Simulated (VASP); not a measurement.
WSe2, 6 atoms in the cell. Symmetry: P6_3/mmc, No. 194, hexagonal system. The conventional cell has a = 3.300 Å, b = 3.300 Å, c = 13.149 Å, α = 90.00°, β = 90.00°, γ = 120.00°. W (site symmetry -6m2) has 6 Se at 2.53 Å and 6 W at 3.30 Å within 3.3 Å. Se (site symmetry 3m) has 3 W at 2.53 Å and 7 Se at 3.30 to 3.33 Å within 3.4 Å. 

- Program: VASP 6.6.1
- Task: single point
- Functional: PBE
- Potentials or basis: VASP PAW PBE potentials, release 64 (W_sv, Se)
- Cutoff: 520 eV
- k mesh: 12 × 12 × 2
- Occupations: fermi-dirac, width 0.02 eV
- Spin: non-collinear spin, zero start, spin-orbit coupling
- Starting moments: [[0.0, 0.0, 0.0], [0.0, 0.0, 0.0], [0.0, 0.0, 0.0], [0.0, 0.0, 0.0], [0.0, 0.0, 0.0], [0.0, 0.0, 0.0]] μB
- Dipole correction: no
- Further INCAR settings: ALGO = Normal; EDIFF = 1e-07; NBANDS = 68

Potentials or basis: VASP PAW PBE potentials, release 64 (W_sv, Se).

Command:

```sh
$ cat potpaw_PBE.64/W_sv/POTCAR potpaw_PBE.64/Se/POTCAR > POTCAR
$ mpirun -np 4 vasp_ncl > vasp.out
```

Hardware: 4 MPI ranks on Intel(R) Xeon(R) Platinum 8259CL CPU @ 2.50GHz (Skylake/Cascade Lake), with other jobs on the host.

Task: Estimate the wall time of this run.

Result: Run time: 4.3 min on 4 MPI ranks on Intel(R) Xeon(R) Platinum 8259CL CPU @ 2.50GHz (Skylake/Cascade Lake), with other jobs on the host, peak memory 0.87 GiB a rank. Counts: scf iterations 17, k points 38.
